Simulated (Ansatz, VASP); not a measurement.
# One calculation of WS2, two programs

```
W S
1.0
     1.57289   -2.72432    0.00000
     0.00000    0.00000  -16.95342
     9.43733    5.44864   -4.23836
W S
4 8
Cartesian
  8.6509 3.1784 0.0000
  0.7864 0.4541 0.0000
  3.9322 0.4541 0.0000
  5.5051 3.1784 0.0000
  8.6509 4.9946 -1.5669
  2.3593 -0.4541 -1.5669
  3.9322 2.2703 -1.5669
  7.0780 2.2703 -1.5669
  8.6509 4.9946 -15.3865
  2.3593 -0.4541 -15.3865
  3.9322 2.2703 -15.3865
  7.0780 2.2703 -15.3865
```

Alike in both runs: task single point; functional PBEsol; k mesh 8 × 2 × 3; occupations gaussian, width 0.05 eV; no spin polarisation.

|  | VASP | Ansatz |
| --- | --- | --- |
| version | VASP 6.6.1 | Ansatz 0.2.0 |
| potentials or method | VASP PAW PBE potentials, release 64 (W_sv, S), cutoff 520 eV | scalar-relativistic, plane waves, PAW |
| valence electrons in the cell | 104 | 104 |

|  | VASP | Ansatz | Ansatz less VASP |
| --- | --- | --- | --- |
| gap on the k mesh at the Fermi level (eV) | none | none | - |
| rms of the force components (eV/Å) | 0.389 | 0.392 | +0.0026 |

VASP's potentials were made for PBE, not for PBEsol. Atom by atom the forces differ by 0.011 eV/Å (rms over components). A gap of «none» marks a metal or a gap that the smearing closes. The functional is the same, so the differences come from potentials, cutoffs and numerics.

Neither program's run includes spin-orbit coupling.
